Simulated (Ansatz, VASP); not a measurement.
# Rh: VASP beside Ansatz

```
CELL_PARAMETERS angstrom
0.00000 1.89025 1.89025
1.89025 0.00000 1.89025
1.89025 1.89025 0.00000
ATOMIC_POSITIONS crystal
Rh 0.00000 0.00000 0.00000
```

Alike in both runs: task single point; functional PBEsol; k mesh 16 × 16 × 16; occupations fermi-dirac, width 0.05 eV; no spin polarisation.

```csv
,VASP,Ansatz
version,VASP 6.6.1,Ansatz 0.2.0
potentials or method,"VASP PAW PBE potentials, release 64 (Rh_pv), cutoff 500 eV","all-electron LAPW, scalar-relativistic"
```

```tsv
	VASP	Ansatz	Ansatz less VASP
pressure (GPa)	0.0	0.0	+0.02
```

VASP's potentials were made for PBE, not for PBEsol. Ansatz ran all-electron here, and VASP with PAW potentials. Ansatz's warnings: optics on partly filled bands.
